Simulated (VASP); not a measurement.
Input of a VASP 6.6.1 run:

Contents of INCAR:

```
SYSTEM = H3C5
  PREC = Accurate
  ENCUT = 520
  EDIFF = 1E-6
  ISMEAR = -1
  SIGMA = 0.05
  LREAL = Auto
  LASPH = .TRUE.
  NELM = 100
  ALGO = Normal
  ISIF = 2
  LWAVE = .FALSE.
  LCHARG = .TRUE.
  GGA = PE
  IVDW = 12
  LELF = .TRUE.
  LVHAR = .TRUE.
  NBANDS = 68
```

Contents of KPOINTS:

```
Automatic mesh
0
G
  2 2 1
  0 0 0
```

Contents of POSCAR:

```
H3C5
1.0
    5.0487420000      0.0000000000      0.0000000000
    0.0000000000      5.0487420000      0.0000000000
    0.0000000000      0.0000000000     18.1355610000
H C
12 20
Direct
    0.4277897346      0.0000000000      0.0551402849
    0.0722160095      0.0000000000      0.0551402849
    0.9277954786      0.0000000000      0.0551402849
    0.5722217535      0.0000000000      0.0551402849
    0.4277897346      0.5000057440      0.0551402849
    0.0722160095      0.5000057440      0.0551402849
    0.9277954786      0.5000057440      0.0551402849
    0.5722217535      0.5000057440      0.0551402849
    0.7392732685     -0.0530627233      0.3367637759
    0.2164895730      0.4985796462      0.3432372453
    0.9565551181      0.3405402772      0.3557926882
    0.6765447710      0.4927762203      0.3402486419
    0.2500028720      0.0000000000      0.0901378237
    0.7500086160      0.0000000000      0.0901378237
    0.2500028720      0.5000057440      0.0901378237
    0.7500086160      0.5000057440      0.0901378237
    0.2500028720      0.2500028720      0.1393505279
    0.7500086160      0.2500028720      0.1393505279
    0.2500028720      0.7500086160      0.1393505279
    0.7500086160      0.7500086160      0.1393505279
   -0.0164199319      0.2557666841      0.1834186436
    0.4972129691      0.2560241739      0.1879677171
   -0.0041396451      0.7558714626      0.1938897837
    0.4876462295      0.7631009863      0.1945404391
   -0.0023570228      0.0228769860      0.2437255732
    0.4910332118      0.0378906270      0.2382336008
   -0.0037236999      0.4720185741      0.2418232334
    0.4675620184      0.5043038444      0.2327967687
    0.2500424858      0.1066008126      0.2801291893
    0.7358664792      0.0773063864      0.2874738752
    0.2480816013      0.4258288500      0.2849429361
    0.8115685056      0.3623873036      0.3055157764
```

Potentials or basis: VASP PAW PBE potentials, release 64 (H, C).

Run with:

```bash
$ cat potpaw_PBE.64/H/POTCAR potpaw_PBE.64/C/POTCAR > POTCAR
$ mpirun -np 1 vasp_std > vasp.out
```

Problem. Predict the band gap on the k mesh.

Solution. 0.13 eV (least direct gap 0.14 eV).

Problem. Predict the dispersion energy per atom.

Solution. -0.104 eV.

Problem. What does it give for the largest force?

Solution. 8.913 eV/Å.

Forces in eV/Å, atoms in the order of the input:
```
H   -8.836 -0.041  0.021
H    8.726 -0.014 -0.034
H   -8.736  0.004 -0.038
H    8.913 -0.020  0.005
H   -8.728  0.072 -0.035
H    8.709  0.056 -0.014
H   -8.752  0.081 -0.037
H    8.791  0.071 -0.081
H   -0.363  0.382 -0.187
H    0.984  0.321 -1.031
H   -0.964 -0.339 -1.108
H    0.164 -0.581 -1.182
C    0.028 -0.103  1.367
C   -0.226 -0.233  1.322
C    0.270  0.090  1.674
C   -0.208  0.279  1.470
C   -1.487  0.096 -2.807
C   -2.046  0.527 -3.356
C   -1.418  0.722  0.124
C   -0.284  0.795  0.787
C    3.411 -0.814  3.214
C    0.713  2.774 -2.495
C   -0.332 -0.778  0.820
C    1.328 -0.773 -1.037
C   -0.087 -1.699 -2.661
C    0.292 -3.065  2.002
C   -1.025  2.634 -1.048
C   -0.549  0.049  0.537
C   -0.832 -0.289  0.835
C    1.792 -0.942  0.182
C    1.829 -0.618 -0.839
C   -1.080  1.354  3.629
```

Caveat: the k points lie up to 0.62 Å⁻¹ apart; the atoms stand as in a frame of molecular dynamics.
